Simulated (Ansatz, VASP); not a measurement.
## Pb: VASP beside Ansatz

INCAR

```
SYSTEM = Pb
PREC = Accurate ; ENCUT = 520
EDIFF = 1E-6 ; ISMEAR = 0
SIGMA = 0.15 ; LREAL = .FALSE.
LASPH = .TRUE. ; NELM = 100
ALGO = Fast ; ISIF = 2
LWAVE = .FALSE. ; LCHARG = .FALSE.
GGA = PS ; NBANDS = 21
```

KPOINTS

```
Automatic mesh
0
G
  18 18 10
  0 0 0
```

Contents of POSCAR:

```
Pb
1.0
    3.2016006353      0.0000000000      0.0000000000
   -1.6008003177      2.7726674830      0.0000000000
    0.0000000000      0.0000000000      6.0372000000
Pb
2
Direct
    0.3333333333      0.6666666667      0.2500000000
    0.6666666667      0.3333333333      0.7500000000
```

Input for Ansatz:

```yaml
crystal:
  lattice:
    - [3.2016006353, 0.0, 0.0]
    - [-1.6008003177, 2.772667483, 0.0]
    - [0.0, 0.0, 6.0372]
  atoms:
    - { symbol: Pb, position: [0.3333333333, 0.6666666667, 0.25] }
    - { symbol: Pb, position: [0.6666666667, 0.3333333333, 0.75] }
basis:
  ecutwfc: 420
kpoints:
  mp_grid: { grid: [18, 18, 10] }
hamiltonian:
  xc: pbesol
scf:
  occupations: { method: gaussian, width: 0.15 }
output:
  forces: true
  stress: true
  eigenvalues: true
```

Change from the starting cell: strain -0.080 along x and y, +0.080 along z, atoms carried along.

Alike in both runs: task single point; functional PBEsol; k mesh 18 × 18 × 10; occupations gaussian, width 0.15 eV; no spin polarisation.

|  | VASP | Ansatz |
| --- | --- | --- |
| version | VASP 6.6.1 | Ansatz 0.2.0 |
| potentials or method | VASP PAW PBE potentials, release 64 (Pb_d), cutoff 520 eV | scalar-relativistic, plane waves, PAW |
| valence electrons in the cell | 28 | 28 |

```csv
,VASP,Ansatz,Ansatz less VASP
gap on the k mesh at the Fermi level (eV),none,none,-
pressure (GPa),8.1,8.2,+0.10
"traceless stress, the component that is largest in VASP (GPa)",-6.51,-6.53,-0.025
```

VASP's potentials were made for PBE, not for PBEsol. A gap of «none» marks a metal or a gap that the smearing closes. The functional is the same, so the differences come from potentials, cutoffs and numerics.

Spin-orbit coupling is off throughout.
